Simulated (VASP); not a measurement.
# Cu (Immm) in VASP: a series of runs

Runs on Cu. Level: PBE. Tasks: single point.

All numbers are computed with VASP 6.6.1; they aren't measurements. Logs are shortened: lines on timing, memory, paths and dates and some standing lists are left out, and cuts for length are marked.

### Step 1. The cell of the first run

The structure is orthorhombic, space group Immm (No. 71). The conventional cell has a = 2.577 Å, b = 2.618 Å, c = 3.567 Å, α = 90.00°, β = 90.00°, γ = 90.00°. Cu (site symmetry mmm) has 12 Cu at 2.56 to 2.62 Å within 3.4 Å.

### Step 2. Single point, PBE (uniaxial strain along a: +2.0 %, then relaxed in part)

INCAR reads:

```
SYSTEM = Cu
PREC = Accurate ; ENCUT = 520
EDIFF = 1E-7 ; ISMEAR = 0
SIGMA = 0.1 ; LREAL = .FALSE.
LASPH = .TRUE. ; NELM = 100
ALGO = Fast ; ISIF = 2
LWAVE = .FALSE. ; LCHARG = .FALSE.
GGA = PE ; NBANDS = 18
```

KPOINTS reads:

```
regular mesh
0
G
  20 20 14
  0 0 0
```

POSCAR reads:

```
Cu
1.0
    1.8511994334      1.8511994334      0.0000000000
   -1.8220406882      1.8220406882      0.0000000000
    0.0000000000      0.0000000000      3.5668894484
Cu
2
Direct
    0.0000000000      0.0000000000      0.0000000000
    0.5000000000      0.5000000000      0.5000000000
```

Potentials or basis: VASP PAW PBE potentials, release 64 (Cu).

Launch:

```
$ cat potpaw_PBE.64/Cu/POTCAR > POTCAR
$ mpirun -np 1 vasp_std > vasp.out
```

OUTCAR:

```text
SYSTEM = Cu
   PREC = Accurate
   ENCUT = 520
   EDIFF = 1E-7
   ISMEAR = 0
   LREAL = .FALSE.
   LASPH = .TRUE.
   NELM = 100
   ISIF = 2
   GGA = PE

 ion  position               nearest neighbor table
   1  0.000  0.000  0.000-   2 2.56   2 2.56   2 2.56   2 2.56   2 2.56   2 2.56   2 2.56   2 2.56

   2  0.500  0.500  0.500-   1 2.56   1 2.56   1 2.56   1 2.56   1 2.56   1 2.56   1 2.56   1 2.56

  LATTYP: Found a simple orthorhombic cell.
 ALAT       =     2.5767546524
 B/A-ratio  =     1.0160033447
 C/A-ratio  =     1.3842565279

  Lattice vectors:

 A1 = (   1.8220406882,  -1.8220406882,   0.0000000000)
 A2 = (   1.8511994334,   1.8511994334,   0.0000000000)
 A3 = (   0.0000000000,   0.0000000000,   3.5668894484)

Analysis of symmetry for initial positions (statically):
=====================================================================
 Subroutine PRICEL returns following result:

  LATTYP: Found a body centered orthorhombic cell.
 ALAT       =     2.5767546524
 B/A-ratio  =     1.0160033447
 C/A-ratio  =     1.3842565279

  Lattice vectors:

 A1 = (  -1.8366200608,  -0.0145793726,  -1.7834447242)
 A2 = (   1.8366200608,   0.0145793726,  -1.7834447242)
 A3 = (  -0.0145793726,  -1.8366200608,   1.7834447242)

   2 primitive cells build up your supercell.

 Routine SETGRP: Setting up the symmetry group for a
 simple orthorhombic supercell.

 Subroutine GETGRP returns: Found  8 space group operations
 (whereof  8 operations were pure point group operations)
 out of a pool of  8 trial point group operations.

The static configuration has the point symmetry D_2h.

Analysis of symmetry for dynamics (positions and initial velocities):
=====================================================================
 Subroutine PRICEL returns following result:

  LATTYP: Found a body centered orthorhombic cell.
 ALAT       =     2.5767546524
 B/A-ratio  =     1.0160033447
 C/A-ratio  =     1.3842565279

  Lattice vectors:

 A1 = (  -1.8366200608,  -0.0145793726,  -1.7834447242)
 A2 = (   1.8366200608,   0.0145793726,  -1.7834447242)
 A3 = (  -0.0145793726,  -1.8366200608,   1.7834447242)

   2 primitive cells build up your supercell.

 Routine SETGRP: Setting up the symmetry group for a
 simple orthorhombic supercell.

 Subroutine GETGRP returns: Found  8 space group operations
 (whereof  8 operations were pure point group operations)
 out of a pool of  8 trial point group operations.

The dynamic configuration has the point symmetry D_2h.

[... 95 lines left out ...]
   NELM   =    100;   NELMIN=  2; NELMDL= -5     # of ELM steps
   EDIFF  = 0.1E-06   stopping-criterion for ELM
   LREAL  =      F    real-space projection
   EDIFFG = 0.1E-05   stopping-criterion for IOM
   NSW    =      0    number of steps for IOM
   IBRION =     -1    ionic relax: 0-MD 1-quasi-New 2-CG
   NFREE  =      0    steps in history (QN), initial steepest desc. (CG)
   ISIF   =      2    stress and relaxation
   ISYM   =      2    0-nonsym 1-usesym 2-fastsym
   POTIM  = 0.5000    time-step for ionic-motion
   TEBEG  =    0.0;   TEEND  =   0.0 temperature during run
   PSTRESS=    0.0 pullay stress
   NELECT =      22.0000    total number of electrons
   NUPDOWN=      -1.0000    fix difference up-down
   EMIN   =  10.00;   EMAX   =-10.00  energy-range for DOS
   EFERMI =   0.00;   METHOD = LEGACY
   ISMEAR =     0;   SIGMA  =   0.10  broadening in eV -4-tet -1-fermi 0-gaus
   EFERMI_NEDOS =   21; number of points for ismear=-14 and -15
   IALGO  =     68    algorithm
   IMIX   =      4    mixing-type and parameters
     AMIX     =   0.40;   BMIX     =  1.00
     AMIX_MAG =   1.60;   BMIX_MAG =  1.00
  volume/ion in A,a.u.               =      12.03        81.19
  Fermi-wavevector in a.u.,A,eV,Ry     =   1.588932  3.002647 34.350712  2.524706
  Thomas-Fermi vector in A             =   2.687860
   LORBIT       =      0    0 simple, 1 ext, 2 COOP (PROOUT), +10 PAW based schemes
   GGA     = PE    functional components
   LHFCALC =     F    Hartree Fock is set to
   AEXX    =    0.0000 exact exchange contribution
   IVDW    =     0    specifies the selected vdW correction
   LEPSILON=     F    determine dielectric tensor
   LRPA    =     F    only Hartree local field effects (RPA)
 non-spin polarized calculation
 RMM-DIIS sequential band-by-band and
 Gauss-broadening in eV      SIGMA  =   0.10
  energy-cutoff  :      520.00
  volume of cell :       24.06
 maximum number of plane-waves:       668
 NGX is ok and might be reduce to    20
   NGX =  9   NGY =  9   NGZ = 13

 number of electron      21.9999973 magnetization

 Free energy of the ion-electron system (eV)
  ---------------------------------------------------
  ext. energy  EPLUGINS =         0.00000000
  ---------------------------------------------------
  free energy    TOTEN  =        -7.45438908 eV

  energy without entropy =       -7.45124359  energy(sigma->0) =       -7.45281634

 E-fermi :   7.3665     XC(G=0): -12.6186

 val. band max:        7.3649998870   @ k =   0.2000   0.5000   0.0714
 cond. band min:       7.3793498148   @ k =   0.5000   0.2000   0.1429
 fundamental gap:      0.0143499277
 Fermi energy:         7.3664713094

 k-point     1 :       0.0000    0.0000    0.0000
  band No.  band energies     occupation
      1      -1.8527      2.00000
      2       2.6093      2.00000
      3       3.0217      2.00000
      4       4.3029      2.00000
      5       4.3839      2.00000
      6       4.4747      2.00000
[... 481 lines left out ...]
      5       4.4019      2.00000
      6       4.5428      2.00000
[... 10 lines left out ...]
     17      28.8193      0.00000
     18      29.0433      0.00000

 [... further k-points ...]

------------------------ aborting loop because EDIFF is reached ----------------------------------------

  FORCE on cell =-STRESS in cart. coord.  units (eV):
  Direction    XX          YY          ZZ          XY          YZ          ZX
  --------------------------------------------------------------------------------------
  -------------------------------------------------------------------------------------
  Total       -0.0566499     -0.0566499      0.1339255     -0.1880542      0.0000000      0.0000000
  in kB       -3.7720622     -3.7720622      8.9174971    -12.5216847      0.0000000      0.0000000
  external PRESSURE =       0.4577909 kB  Pullay stress =       0.0000000 kB

 VOLUME and BASIS-vectors are now :
 -----------------------------------------------------------------------------
  energy-cutoff  :      520.00
  volume of cell :       24.06
      direct lattice vectors                 reciprocal lattice vectors
     1.851199433  1.851199433  0.000000000     0.270095156  0.270095156  0.000000000
    -1.822040688  1.822040688  0.000000000    -0.274417582  0.274417582  0.000000000
     0.000000000  0.000000000  3.566889448     0.000000000  0.000000000  0.280356320

 POSITION                                       TOTAL-FORCE (eV/Angst)
 -----------------------------------------------------------------------------------
      0.00000      0.00000      0.00000        -0.000000      0.000000      0.000000
      0.01458      1.83662      1.78344         0.000000     -0.000000      0.000000
 -----------------------------------------------------------------------------------
    total drift:                               -0.000000      0.000000      0.000000

  FREE ENERGIE OF THE ION-ELECTRON SYSTEM (eV)
  ---------------------------------------------------
  free  energy   TOTEN  =        -7.4543890783 eV

  energy  without entropy=       -7.4512435939  energy(sigma->0) =       -7.45281634
```

OSZICAR:

```text
N       E                     dE             d eps       ncg     rms          rms(c)
DAV:   1     0.124049965225E+03    0.12405E+03   -0.10657E+04 37996   0.218E+03
DAV:   2    -0.278181523416E+01   -0.12683E+03   -0.12019E+03 34964   0.288E+02
DAV:   3    -0.917009741083E+01   -0.63883E+01   -0.61567E+01 38722   0.879E+01
DAV:   4    -0.924262729993E+01   -0.72530E-01   -0.72472E-01 40460   0.100E+01
DAV:   5    -0.924361327519E+01   -0.98598E-03   -0.98594E-03 42116   0.996E-01    0.108E+01
RMM:   6    -0.816017115599E+01    0.10834E+01   -0.10875E+01 40604   0.581E+01    0.631E+00
RMM:   7    -0.747407832799E+01    0.68609E+00   -0.19737E+00 40228   0.258E+01    0.140E+00
RMM:   8    -0.745681626710E+01    0.17262E-01   -0.53967E-02 41383   0.214E+00    0.394E-01
RMM:   9    -0.745410378117E+01    0.27125E-02   -0.13994E-02 42149   0.219E+00    0.385E-02
RMM:  10    -0.745436958626E+01   -0.26581E-03   -0.23586E-03 44943   0.487E-01    0.222E-02
RMM:  11    -0.745440963973E+01   -0.40053E-04   -0.24158E-04 42542   0.253E-01    0.504E-02
RMM:  12    -0.745438474168E+01    0.24898E-04   -0.12017E-04 44422   0.167E-01    0.567E-03
RMM:  13    -0.745438935567E+01   -0.46140E-05   -0.38921E-05 45758   0.534E-02    0.446E-03
RMM:  14    -0.745438965854E+01   -0.30286E-06   -0.27179E-06 40473   0.170E-02    0.484E-03
RMM:  15    -0.745439010652E+01   -0.44798E-06   -0.92559E-07 35562   0.104E-02    0.696E-03
RMM:  16    -0.745438926741E+01    0.83911E-06   -0.32256E-07 32531   0.997E-03    0.368E-03
RMM:  17    -0.745438915628E+01    0.11113E-06   -0.65105E-08 21696   0.239E-03    0.375E-03
RMM:  18    -0.745438907829E+01    0.77993E-07   -0.44990E-08 21592   0.351E-03
   1 F= -.74543891E+01 E0= -.74528163E+01  d E =-.314548E-02
```

stdout:

```text
POSCAR found type information on POSCAR Cu
 POSCAR found :  1 types and       2 ions
 scaLAPACK will be used
 LDA part: xc-table for (Slater+PW92), standard interpolation
 POSCAR, INCAR and KPOINTS ok, starting setup
[... 51 lines left out ...]
 num prob  num prob  num prob  num prob  num prob WARNING in EDDRMM: call to ZHEGV failed, returncode =   6  3     17
 num prob WARNING in EDDRMM: call to ZHEGV failed, returncode =   6  3     15
 num prob WARNING in EDDRMM: call to ZHEGV failed, returncode =   6  3     16
 num prob  num prob  num prob  num prob  num prob  num prob  num prob  num prob  num prob  num prob  num prob WARNING in EDDRMM: call to ZHEGV failed, returncode =   6  3     13
 num prob WARNING in EDDRMM: call to ZHEGV failed, returncode =   6  3     15
 num prob  num prob  num prob  num prob  num prob  num prob  num prob  num prob  num prob RMM:  18    -0.745438907829E+01    0.77993E-07   -0.44990E-08 21592   0.351E-03
```

Run time: 12 min. Hardware: 1 thread of Intel Xeon 8259CL, shared host; peak memory 0.42 GiB.

What came out:

- Free energy: -7.4544 eV
- Pressure: 0.0 GPa
- Band gap on the k mesh: zero (bands 11 and 12 overlap by 8.01 eV)

Levels at points of the mesh, in eV from the Fermi level:
```tsv
k point	band 7	band 8	band 9	band 10	band 11	band 12	band 13	band 14	band 15	band 16
(0.00, 0.00, 0.00)	-2.25	-2.12	-1.65	-1.49	-1.48	1.93	7.49	12.11	12.85	16.96
(0.50, 0.00, 0.00)	-2.48	-2.48	-2.19	-2.19	-0.49	-0.49	9.77	9.77	11.08	11.08
(0.00, 0.50, 0.00)	-2.55	-2.55	-2.22	-2.22	-0.34	-0.34	9.96	9.96	11.23	11.23
(0.50, 0.50, 0.00)	-1.53	-1.53	-1.45	-1.45	1.30	1.30	6.73	6.73	13.15	13.15
(0.00, 0.00, 0.50)	-2.40	-2.40	-2.35	-2.35	-1.95	-1.95	16.25	16.25	16.95	16.95
(0.50, 0.00, 0.50)	-1.68	-1.68	-1.59	-1.59	-1.02	-1.02	3.56	3.56	20.93	20.93
(0.00, 0.50, 0.50)	-1.63	-1.63	-1.61	-1.61	-0.88	-0.88	3.77	3.77	20.50	20.50
(0.50, 0.50, 0.50)	-2.21	-2.21	-1.54	-1.54	6.05	6.05	6.17	6.17	8.04	8.04
```

Caveat: the cell differs from its parent crystal (uniaxial strain along a: +2.0 %, then relaxed in part).

### Step 3. Single point, PBE (uniaxial strain along a: +2.0 %)

INCAR reads:

```
  ALGO = Fast
  EDIFF = 1E-7
  ENCUT = 520
  GGA = PE
  ISIF = 2
  ISMEAR = 0
  LASPH = T
  LCHARG = F
  LREAL = F
  LWAVE = F
  NBANDS = 18
  NELM = 60
  PREC = Accurate
  SIGMA = 0.1
```

KPOINTS reads:

```
k-points
0
Gamma
  20 20 14
```

POSCAR reads:

```
Cu
1.0
    1.8511994334      1.8511994334      0.0000000000
   -1.8058268983      1.8058268983      0.0000000000
    0.0000000000      0.0000000000      3.6116537965
Cu
2
Direct
    0.0000000000      0.0000000000      0.0000000000
    0.5000000000      0.5000000000      0.5000000000
```

Potentials or basis: VASP PAW PBE potentials, release 64 (Cu).

Launch:

```
$ cat potpaw_PBE.64/Cu/POTCAR > POTCAR
$ mpirun -np 1 vasp_std > vasp.out
```

OUTCAR:

```text
EDIFF = 1E-7
   ENCUT = 520
   GGA = PE
   ISIF = 2
   ISMEAR = 0
   LASPH = T
   LREAL = F
   NELM = 60
   PREC = Accurate

 ion  position               nearest neighbor table
   1  0.000  0.000  0.000-   2 2.57   2 2.57   2 2.57   2 2.57   2 2.57   2 2.57   2 2.57   2 2.57

   2  0.500  0.500  0.500-   1 2.57   1 2.57   1 2.57   1 2.57   1 2.57   1 2.57   1 2.57   1 2.57

  LATTYP: Found a simple orthorhombic cell.
 ALAT       =     2.5538248909
 B/A-ratio  =     1.0251256281
 C/A-ratio  =     1.4142135623

  Lattice vectors:

 A1 = (   1.8058268983,  -1.8058268983,   0.0000000000)
 A2 = (   1.8511994334,   1.8511994334,   0.0000000000)
 A3 = (   0.0000000000,   0.0000000000,   3.6116537965)

Analysis of symmetry for initial positions (statically):
=====================================================================
 Subroutine PRICEL returns following result:

  LATTYP: Found a body centered orthorhombic cell.
 ALAT       =     2.5538248909
 B/A-ratio  =     1.0251256281
 C/A-ratio  =     1.4142135623

  Lattice vectors:

 A1 = (   1.8285131659,   0.0226862675,  -1.8058268983)
 A2 = (  -1.8285131659,  -0.0226862675,  -1.8058268982)
 A3 = (   0.0226862675,   1.8285131659,   1.8058268982)

   2 primitive cells build up your supercell.

 Routine SETGRP: Setting up the symmetry group for a
 simple orthorhombic supercell.

 Subroutine GETGRP returns: Found  8 space group operations
 (whereof  8 operations were pure point group operations)
 out of a pool of  8 trial point group operations.

The static configuration has the point symmetry D_2h.

Analysis of symmetry for dynamics (positions and initial velocities):
=====================================================================
 Subroutine PRICEL returns following result:

  LATTYP: Found a body centered orthorhombic cell.
 ALAT       =     2.5538248909
 B/A-ratio  =     1.0251256281
 C/A-ratio  =     1.4142135623

[... 129 lines left out ...]
   EFERMI_NEDOS =   21; number of points for ismear=-14 and -15
   IALGO  =     68    algorithm
   IMIX   =      4    mixing-type and parameters
     AMIX     =   0.40;   BMIX     =  1.00
     AMIX_MAG =   1.60;   BMIX_MAG =  1.00
  volume/ion in A,a.u.               =      12.07        81.48
  Fermi-wavevector in a.u.,A,eV,Ry     =   1.587062  2.999112 34.269892  2.518766
  Thomas-Fermi vector in A             =   2.686277
   LORBIT       =      0    0 simple, 1 ext, 2 COOP (PROOUT), +10 PAW based schemes
   GGA     = PE    functional components
   LHFCALC =     F    Hartree Fock is set to
   AEXX    =    0.0000 exact exchange contribution
   IVDW    =     0    specifies the selected vdW correction
   LEPSILON=     F    determine dielectric tensor
   LRPA    =     F    only Hartree local field effects (RPA)
 non-spin polarized calculation
 RMM-DIIS sequential band-by-band and
 Gauss-broadening in eV      SIGMA  =   0.10
  energy-cutoff  :      520.00
  volume of cell :       24.15
 maximum number of plane-waves:       670
 NGX is ok and might be reduce to    20
   NGX =  9   NGY =  9   NGZ = 13

 number of electron      21.9999974 magnetization

 Free energy of the ion-electron system (eV)
  ---------------------------------------------------
  ext. energy  EPLUGINS =         0.00000000
  ---------------------------------------------------
  free energy    TOTEN  =        -7.45335409 eV

  energy without entropy =       -7.45005855  energy(sigma->0) =       -7.45170632

 E-fermi :   7.3182     XC(G=0): -12.5982

 val. band max:        7.3172211661   @ k =   0.1500   0.5000   0.1429
 cond. band min:       7.3235012569   @ k =   0.2500   0.4000   0.3571
 fundamental gap:      0.0062800908
 Fermi energy:         7.3181507690

 k-point     1 :       0.0000    0.0000    0.0000
  band No.  band energies     occupation
      1      -1.8691      2.00000
      2       2.5725      2.00000
      3       3.0024      2.00000
      4       4.2726      2.00000
      5       4.3855      2.00000
      6       4.3989      2.00000
[... 481 lines left out ...]
      5       4.3948      2.00000
      6       4.4605      2.00000
[... 10 lines left out ...]
     17      28.7851      0.00000
     18      29.4073      0.00000

 [... further k-points ...]

------------------------ aborting loop because EDIFF is reached ----------------------------------------

  FORCE on cell =-STRESS in cart. coord.  units (eV):
  Direction    XX          YY          ZZ          XY          YZ          ZX
  --------------------------------------------------------------------------------------
  -------------------------------------------------------------------------------------
  Total       -0.1286633     -0.1286633     -0.0762904     -0.3039157      0.0000000      0.0000000
  in kB       -8.5368897     -8.5368897     -5.0619169    -20.1650000      0.0000000      0.0000000
  external PRESSURE =      -7.3785654 kB  Pullay stress =       0.0000000 kB

 VOLUME and BASIS-vectors are now :
 -----------------------------------------------------------------------------
  energy-cutoff  :      520.00
  volume of cell :       24.15
      direct lattice vectors                 reciprocal lattice vectors
     1.851199433  1.851199433  0.000000000     0.270095156  0.270095156  0.000000000
    -1.805826898  1.805826898  0.000000000    -0.276881467  0.276881467  0.000000000
     0.000000000  0.000000000  3.611653797     0.000000000  0.000000000  0.276881467

 POSITION                                       TOTAL-FORCE (eV/Angst)
 -----------------------------------------------------------------------------------
      0.00000      0.00000      0.00000        -0.000000      0.000000      0.000000
      0.02269      1.82851      1.80583         0.000000     -0.000000     -0.000000
 -----------------------------------------------------------------------------------
    total drift:                               -0.000000      0.000000      0.000000

  FREE ENERGIE OF THE ION-ELECTRON SYSTEM (eV)
  ---------------------------------------------------
  free  energy   TOTEN  =        -7.4533540907 eV

  energy  without entropy=       -7.4500585487  energy(sigma->0) =       -7.45170632
```

OSZICAR:

```text
N       E                     dE             d eps       ncg     rms          rms(c)
DAV:   1     0.123449615347E+03    0.12345E+03   -0.10692E+04 38106   0.218E+03
DAV:   2    -0.279864869798E+01   -0.12625E+03   -0.11974E+03 34932   0.288E+02
DAV:   3    -0.916652826972E+01   -0.63679E+01   -0.61343E+01 38672   0.878E+01
DAV:   4    -0.923895929084E+01   -0.72431E-01   -0.72375E-01 40512   0.100E+01
[... 10 lines left out ...]
RMM:  15    -0.745335519853E+01   -0.46822E-06   -0.83192E-07 34719   0.989E-03    0.671E-03
RMM:  16    -0.745335439492E+01    0.80361E-06   -0.32690E-07 32677   0.101E-02    0.350E-03
RMM:  17    -0.745335428296E+01    0.11196E-06   -0.62271E-08 21752   0.235E-03    0.382E-03
RMM:  18    -0.745335413309E+01    0.14987E-06   -0.22373E-07 25146   0.798E-03    0.982E-04
RMM:  19    -0.745335409075E+01    0.42343E-07   -0.21330E-08 20557   0.167E-03
   1 F= -.74533541E+01 E0= -.74517063E+01  d E =-.329554E-02
```

It took 12 min on 1 thread of Intel Xeon 8259CL, shared host; peak memory 0.43 GiB.

What came out:

```yaml
Free_energy: -7.4534 eV
Pressure: -0.7 GPa
Band_gap_on_the_k_mesh: zero (bands 11 and 12 overlap by 7.94 eV)
```

Caveat: the cell differs from its parent crystal (uniaxial strain along a: +2.0 %).
